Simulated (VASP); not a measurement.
# Ti (P6_3/mmc) in VASP: a series of runs

The runs below take Ti through single point, with LDA.

All numbers are computed with VASP 6.6.1; they aren't measurements. Logs are shortened: lines on timing, memory, paths and dates and some standing lists are left out, and cuts for length are marked.

## Step 1: The cell of the first run

It takes space group P6_3/mmc (No. 194, hexagonal). The conventional cell has a = 2.925 Å, b = 2.925 Å, c = 4.641 Å, α = 90.00°, β = 90.00°, γ = 120.00°. Ti (site symmetry -6m2) has 12 Ti at 2.87 to 2.93 Å within 3.8 Å.

## Step 2: Single point, LDA

INCAR

```
PREC     = Accurate       # precision mode
ENCUT    = 520            # plane-wave cutoff, eV
EDIFF    = 1E-6           # SCF threshold, eV
ISMEAR   = 1              # smearing method
SIGMA    = 0.1            # smearing width, eV
LREAL    = False          # projectors in reciprocal space
LASPH    = True           # aspherical terms in the spheres
NELM     = 80             # most SCF steps
ALGO     = Normal         # electronic algorithm
ISIF     = 2              # what is computed and relaxed
LWAVE    = False          # write WAVECAR
LCHARG   = False          # write CHGCAR
GGA      = CA             # functional
NBANDS   = 19             # bands
```

KPOINTS

```
regular mesh
0
Gamma
  11 11 6
```

POSCAR

```
Ti
1.0
    2.9252089120      0.0000000000      0.0000000000
   -1.4626044560      2.5333052875      0.0000000000
    0.0000000000      0.0000000000      4.6406704095
Ti
2
Direct
    0.3333333333      0.6666666667      0.2500000000
    0.6666666667      0.3333333333      0.7500000000
```

Potentials or basis: VASP PAW LDA potentials, release 64 (Ti_sv).

Command:

```sh
$ cat potpaw_LDA.64/Ti_sv/POTCAR > POTCAR
$ mpirun -np 1 vasp_std > vasp.out
```

OUTCAR:

```text
PREC = Accurate
   ENCUT = 520
   EDIFF = 1E-6
   ISMEAR = 1
   LREAL = False
   LASPH = True
   NELM = 80
   ISIF = 2
   GGA = CA

 ion  position               nearest neighbor table
   1  0.333  0.667  0.250-   2 2.87   2 2.87   2 2.87   2 2.87   2 2.87   2 2.87
   2  0.667  0.333  0.750-   1 2.87   1 2.87   1 2.87   1 2.87   1 2.87   1 2.87

  LATTYP: Found a hexagonal cell.
 ALAT       =     2.9252089120
 C/A-ratio  =     1.5864406780

  Lattice vectors:

 A1 = (   2.9252089120,   0.0000000000,   0.0000000000)
 A2 = (  -1.4626044560,   2.5333052875,   0.0000000000)
 A3 = (   0.0000000000,   0.0000000000,   4.6406704095)

Analysis of symmetry for initial positions (statically):
=====================================================================
 Subroutine PRICEL returns:
 Original cell was already a primitive cell.

 Routine SETGRP: Setting up the symmetry group for a
 hexagonal supercell.

 Subroutine GETGRP returns: Found 24 space group operations
 (whereof 12 operations were pure point group operations)
 out of a pool of 24 trial point group operations.

The static configuration has the point symmetry D_3d.
 The point group associated with its full space group is D_6h.

Analysis of symmetry for dynamics (positions and initial velocities):
=====================================================================
 Subroutine PRICEL returns:
 Original cell was already a primitive cell.

 Routine SETGRP: Setting up the symmetry group for a
 hexagonal supercell.

 Subroutine GETGRP returns: Found 24 space group operations
 (whereof 12 operations were pure point group operations)
 out of a pool of 24 trial point group operations.

The dynamic configuration has the point symmetry D_3d.
 The point group associated with its full space group is D_6h.

 Subroutine INISYM returns: Found 24 space group operations
 (whereof 12 operations are pure point group operations),
 and found     1 'primitive' translations

----------------------------------------------------------------------------------------

                                     Primitive cell

  volume of cell :      34.3894

  direct lattice vectors                    reciprocal lattice vectors
     2.925208912  0.000000000  0.000000000     0.341855926  0.197370606  0.000000000
    -1.462604456  2.533305288  0.000000000     0.000000000  0.394741212  0.000000000
[... 83 lines left out ...]
   ENCUT  =  520.0 eV  38.22 Ry    6.18 a.u.   5.44  5.44  8.63*2*pi/ulx,y,z
   NELM   =     80;   NELMIN=  2; NELMDL= -5     # of ELM steps
   EDIFF  = 0.1E-05   stopping-criterion for ELM
   LREAL  =      F    real-space projection
   EDIFFG = 0.1E-04   stopping-criterion for IOM
   NSW    =      0    number of steps for IOM
   IBRION =     -1    ionic relax: 0-MD 1-quasi-New 2-CG
   NFREE  =      0    steps in history (QN), initial steepest desc. (CG)
   ISIF   =      2    stress and relaxation
   ISYM   =      2    0-nonsym 1-usesym 2-fastsym
   POTIM  = 0.5000    time-step for ionic-motion
   TEBEG  =    0.0;   TEEND  =   0.0 temperature during run
   PSTRESS=    0.0 pullay stress
   NELECT =      24.0000    total number of electrons
   NUPDOWN=      -1.0000    fix difference up-down
   EMIN   =  10.00;   EMAX   =-10.00  energy-range for DOS
   EFERMI =   0.00;   METHOD = LEGACY
   ISMEAR =     1;   SIGMA  =   0.10  broadening in eV -4-tet -1-fermi 0-gaus
   EFERMI_NEDOS =   21; number of points for ismear=-14 and -15
   IALGO  =     38    algorithm
   IMIX   =      4    mixing-type and parameters
     AMIX     =   0.40;   BMIX     =  1.00
     AMIX_MAG =   1.60;   BMIX_MAG =  1.00
  volume/ion in A,a.u.               =      17.19       116.04
  Fermi-wavevector in a.u.,A,eV,Ry     =   1.452123  2.744115 28.690094  2.108662
  Thomas-Fermi vector in A             =   2.569542
   LORBIT       =      0    0 simple, 1 ext, 2 COOP (PROOUT), +10 PAW based schemes
   GGA     = CA    functional components
   LHFCALC =     F    Hartree Fock is set to
   AEXX    =    0.0000 exact exchange contribution
   IVDW    =     0    specifies the selected vdW correction
   LEPSILON=     F    determine dielectric tensor
   LRPA    =     F    only Hartree local field effects (RPA)
 non-spin polarized calculation
 Methfessel and Paxton  Order N= 1 SIGMA  =   0.10
  energy-cutoff  :      520.00
  volume of cell :       34.39
 maximum number of plane-waves:       954
 NGX is ok and might be reduce to    24
   NGX = 11   NGY = 11   NGZ = 17

 number of electron      24.0000000 magnetization

 Free energy of the ion-electron system (eV)
  ---------------------------------------------------
  ext. energy  EPLUGINS =         0.00000000
  ---------------------------------------------------
  free energy    TOTEN  =       -17.04306192 eV

  energy without entropy =      -17.04399837  energy(sigma->0) =      -17.04337407

 E-fermi :   8.2177     XC(G=0): -11.8319

 val. band max:        8.1963286752   @ k =   0.0909   0.0909   0.0000
 cond. band min:       8.2203712246   @ k =   0.1818  -0.0000   0.3333
 fundamental gap:      0.0240425494
 Fermi energy:         8.2176601656

 k-point     1 :       0.0000    0.0000    0.0000
  band No.  band energies     occupation
      1     -47.9458      2.00000
      2     -47.7958      2.00000
      3     -24.9419      2.00000
      4     -24.2522      2.00000
      5     -24.2522      2.00000
      6     -24.1879      2.00000
[... 505 lines left out ...]
      6     -24.3210      2.00000
[... 11 lines left out ...]
     18      10.5047      0.00000
     19      11.5468      0.00000

 [... further k-points ...]

------------------------ aborting loop because EDIFF is reached ----------------------------------------

  FORCE on cell =-STRESS in cart. coord.  units (eV):
  Direction    XX          YY          ZZ          XY          YZ          ZX
  --------------------------------------------------------------------------------------
  -------------------------------------------------------------------------------------
  Total       -1.5900215     -1.5900216     -1.6908817      0.0000000     -0.0000000      0.0000000
  in kB      -74.0778608    -74.0778642    -78.7768618      0.0000000     -0.0000000      0.0000000
  external PRESSURE =     -75.6441956 kB  Pullay stress =       0.0000000 kB

 VOLUME and BASIS-vectors are now :
 -----------------------------------------------------------------------------
  energy-cutoff  :      520.00
  volume of cell :       34.39
      direct lattice vectors                 reciprocal lattice vectors
     2.925208912  0.000000000  0.000000000     0.341855926  0.197370606  0.000000000
    -1.462604456  2.533305288  0.000000000     0.000000000  0.394741212  0.000000000
     0.000000000  0.000000000  4.640670410     0.000000000  0.000000000  0.215486107

 POSITION                                       TOTAL-FORCE (eV/Angst)
 -----------------------------------------------------------------------------------
     -0.00000      1.68887      1.16017         0.000000     -0.000000      0.000000
      1.46260      0.84444      3.48050        -0.000000      0.000000      0.000000
 -----------------------------------------------------------------------------------
    total drift:                                0.000000     -0.000000      0.000000

  FREE ENERGIE OF THE ION-ELECTRON SYSTEM (eV)
  ---------------------------------------------------
  free  energy   TOTEN  =       -17.0430619208 eV

  energy  without entropy=      -17.0439983691  energy(sigma->0) =      -17.04337407
```

OSZICAR:

```text
N       E                     dE             d eps       ncg     rms          rms(c)
DAV:   1     0.262766662908E+03    0.26277E+03   -0.12990E+04  2440   0.156E+03
DAV:   2     0.109483346171E+02   -0.25182E+03   -0.24766E+03  2510   0.441E+02
DAV:   3    -0.178723868170E+02   -0.28821E+02   -0.28474E+02  4495   0.123E+02
DAV:   4    -0.191353143280E+02   -0.12629E+01   -0.12616E+01  2822   0.261E+01
DAV:   5    -0.191898510120E+02   -0.54537E-01   -0.54533E-01  3562   0.396E+00    0.117E+01
DAV:   6    -0.170560680401E+02    0.21338E+01   -0.77310E+00  2806   0.272E+01    0.288E+00
DAV:   7    -0.170309043427E+02    0.25164E-01   -0.66415E-01  3628   0.551E+00    0.200E+00
DAV:   8    -0.170504822086E+02   -0.19578E-01   -0.20025E-01  2680   0.541E+00    0.687E-01
DAV:   9    -0.170425809618E+02    0.79012E-02   -0.43123E-02  2723   0.217E+00    0.729E-02
DAV:  10    -0.170430126493E+02   -0.43169E-03   -0.28960E-03  3517   0.308E-01    0.887E-02
DAV:  11    -0.170430711364E+02   -0.58487E-04   -0.15813E-04  2851   0.927E-02    0.365E-02
DAV:  12    -0.170430620266E+02    0.91098E-05   -0.43672E-05  2944   0.540E-02    0.437E-03
DAV:  13    -0.170430619208E+02    0.10575E-06   -0.11020E-06  1702   0.104E-02
   1 F= -.17043062E+02 E0= -.17043374E+02  d E =0.936448E-03
```

Wall time 13 s (1 thread of Intel Xeon 6975P-C (Granite Rapids), shared host); peak memory 0.15 GiB.

Results:

| Property | Result |
| --- | --- |
| Free energy | -17.0431 eV |
| Pressure | -7.6 GPa |
| Band gap on the k mesh | zero (band 12 reaches 8.95 eV, above the bottom of band 13 at 8.01 eV) |

## Step 3: Single point, LDA

This run uses another cell than the first one, of 17.64 Å³/atom, 1.026 times its volume.

INCAR

```
  ALGO = Normal
  EDIFF = 1E-6
  ENCUT = 520
  ISIF = 2
  ISMEAR = 1
  LASPH = T
  LCHARG = T
  LELF = T
  LREAL = F
  LVHAR = T
  LWAVE = F
  NBANDS = 19
  NELM = 60
  PREC = Accurate
  SIGMA = 0.1
```

KPOINTS

```
k-points
0
Gamma
  11 11 6
```

POSCAR

```
Ti
1.0
    2.9500000000      0.0000000000      0.0000000000
   -1.4750000000      2.5547750000      0.0000000000
    0.0000000000      0.0000000000      4.6800000000
Ti
2
Direct
    0.3333333333      0.6666666667      0.2500000000
    0.6666666667      0.3333333333      0.7500000000
```

Potentials or basis: VASP PAW LDA potentials, release 64 (Ti_sv).

Command:

```sh
$ cat potpaw_LDA.64/Ti_sv/POTCAR > POTCAR
$ mpirun -np 1 vasp_std > vasp.out
```

It took 13 s on 1 thread of Intel Xeon 6975P-C (Granite Rapids), shared host; peak memory 0.15 GiB.

It converged, with:

```
Free energy            : -16.9950 eV
Pressure               : -9.9 GPa
Band gap on the k mesh : zero (band 12 reaches 8.67 eV, above the bottom of band 13 at 7.73 eV)
```

Stress tensor (GPa, compression positive):
```
 -9.77   0.00   0.00
  0.00  -9.77   0.00
  0.00   0.00 -10.23
```

Levels at points of the mesh, in eV from the Fermi level:
| k point | band 9 | band 10 | band 11 | band 12 | band 13 | band 14 | band 15 | band 16 |
| --- | --- | --- | --- | --- | --- | --- | --- | --- |
| (0.00, 0.00, 0.00) | -6.11 | -2.66 | 0.72 | 0.72 | 0.81 | 0.83 | 1.21 | 1.21 |
| (0.00, 0.00, 0.50) | -4.28 | -4.28 | 0.06 | 0.06 | 0.63 | 0.63 | 0.63 | 0.63 |

## Step 4: Single point, LDA

This run uses another cell than the first one, of 18.08 Å³/atom, 1.051 times its volume.

INCAR

```
PREC = Accurate
ENCUT = 520
EDIFF = 1E-7
ISMEAR = 1
SIGMA = 0.1
LREAL = False
LASPH = True
NELM = 60
ALGO = Normal
ISIF = 2
LWAVE = False
LCHARG = False
NBANDS = 19
```

KPOINTS

```
regular mesh
0
Gamma
  11 11 6
```

POSCAR

```
Ti
1.0
    2.9743812709      0.0000000000      0.0000000000
   -1.4871906355      2.5758898005      0.0000000000
    0.0000000000      0.0000000000      4.7186794400
Ti
2
Direct
    0.3333333333      0.6666666667      0.2500000000
    0.6666666667      0.3333333333      0.7500000000
```

Command:

```sh
$ cat potpaw_LDA.64/Ti_sv/POTCAR > POTCAR
$ mpirun -np 1 vasp_std > vasp.out
```

Run time: 14 s. Hardware: 1 thread of Intel Xeon 6975P-C (Granite Rapids), shared host; peak memory 0.15 GiB.

It converged, with:

* Free energy: -16.9347 eV
* Pressure: -12.0 GPa
* Band gap on the k mesh: zero (band 12 reaches 8.40 eV, above the bottom of band 13 at 7.46 eV)

Stress tensor (GPa, compression positive):
```
-11.87   0.00   0.00
  0.00 -11.87   0.00
  0.00   0.00 -12.28
```

Levels at points of the mesh, in eV from the Fermi level:
```tsv
k point	band 10	band 11	band 12	band 13	band 14	band 15
(0.00, 0.00, 0.00)	-2.60	0.71	0.71	0.75	0.81	1.18
(0.00, 0.00, 0.50)	-4.25	0.06	0.06	0.62	0.62	0.62
```

## Step 5: The runs side by side

| cell | gap on the mesh (eV) | pressure (GPa) |
| --- | --- | --- |
| a = 2.925, b = 2.925, c = 4.641 Å, angles 90.0, 90.0, 120.0°, 2 atoms | none | -7.6 |
| a = 2.950, b = 2.950, c = 4.680 Å, angles 90.0, 90.0, 120.0°, 2 atoms | none | -9.9 |
| a = 2.974, b = 2.974, c = 4.719 Å, angles 90.0, 90.0, 120.0°, 2 atoms | none | -12.0 |

Alike in all rows: task single point; level LDA; potentials or basis VASP PAW LDA potentials, release 64 (Ti_sv); no spin polarisation; k mesh 11 × 11 × 6; cutoff (eV) 520; smearing methfessel-paxton 0.1 eV.

Absolute energies hang on the potentials; compare differences alone.
